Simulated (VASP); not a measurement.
Here is a VASP 6.6.1 calculation.

The input INCAR:

```
PREC = Accurate ; ENCUT = 750
EDIFF = 1E-8 ; ISMEAR = 0
SIGMA = 0.01 ; LREAL = False
LASPH = True ; NELM = 120
ALGO = Normal ; ISIF = 3
LWAVE = False ; LCHARG = False
GGA = PS ; NBANDS = 13
IBRION = 6 ; NFREE = 2
POTIM = 0.015 ; NSW = 1
GGA_COMPAT = False
```

Contents of KPOINTS:

```
Automatic mesh
0
Gamma
  8 8 8
```

POSCAR

```
Li2S
1.0
    0.0000000000      2.7518746869      2.7518746869
    2.7518746869      0.0000000000      2.7518746869
    2.7518746869      2.7518746869      0.0000000000
Li S
2 1
Direct
    0.2500000000      0.2500000000      0.2500000000
    0.7500000000      0.7500000000      0.7500000000
    0.0000000000      0.0000000000      0.0000000000
```

Potentials or basis: VASP PAW PBE potentials, release 64 (Li_sv, S).

Command:

```sh
$ cat potpaw_PBE.64/Li_sv/POTCAR potpaw_PBE.64/S/POTCAR > POTCAR
$ mpirun -np 1 vasp_std > vasp.out
```

Question: Predict the elastic constants C11, C12, C44.

Answer: 100, 31, 41 GPa.

Question: Predict the Voigt bulk modulus.

Answer: 54 GPa.

Question: What does it give for the highest phonon frequency at Γ, LO-TO splitting left out?

Answer: 425 cm⁻¹.

Phonon frequencies in cm⁻¹ (negative: imaginary):
```csv
q point,frequencies
"(0.000, 0.000, 0.000)",0 0 0 387 387 387 425 425 425
```

Caveat: the cell is under stress, which shifts elastic constants; the PAW data sets were made with another functional, which shifts forces and pressure a little.
